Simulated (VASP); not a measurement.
ZnS, 4 atoms in the cell. It takes space group P6_3mc (No. 186, hexagonal). The conventional cell has a = 3.738 Å, b = 3.738 Å, c = 6.143 Å, α = 90.00°, β = 90.00°, γ = 120.00°. Zn (site symmetry 3m) has 4 S at 2.29 to 2.30 Å within 3.0 Å. S (site symmetry 3m) has 4 Zn at 2.29 to 2.30 Å within 3.0 Å. 

```yaml
Program: VASP 6.6.1
Task: relaxation of cell and atoms
Functional: LDA
Potentials_or_basis: VASP PAW LDA potentials, release 64 (Zn, S)
Cutoff: 600 eV
k_mesh: 6 × 6 × 4
Occupations: gaussian, width 0.01 eV
Spin: no spin polarisation
Target_pressure: 15 GPa
Dipole_correction: no
Further_INCAR_settings: ALGO = Normal; EDIFF = 1e-07; IBRION = 2; EDIFFG = -0.002; NSW = 100; ISIF = 3
```

Potentials or basis: VASP PAW LDA potentials, release 64 (Zn, S).

Command:

```sh
$ cat potpaw_LDA.64/Zn/POTCAR potpaw_LDA.64/S/POTCAR > POTCAR
$ mpirun -np 1 vasp_std > vasp.out
```

Hardware: 1 thread of AMD EPYC 7R13, with other jobs on the host.

Q: Estimate the wall time of this run.

A: Run time: 12 min on 1 thread of AMD EPYC 7R13, on a shared host, peak memory 0.17 GiB. Counts: scf iterations 108, k points 21, ion steps 14.
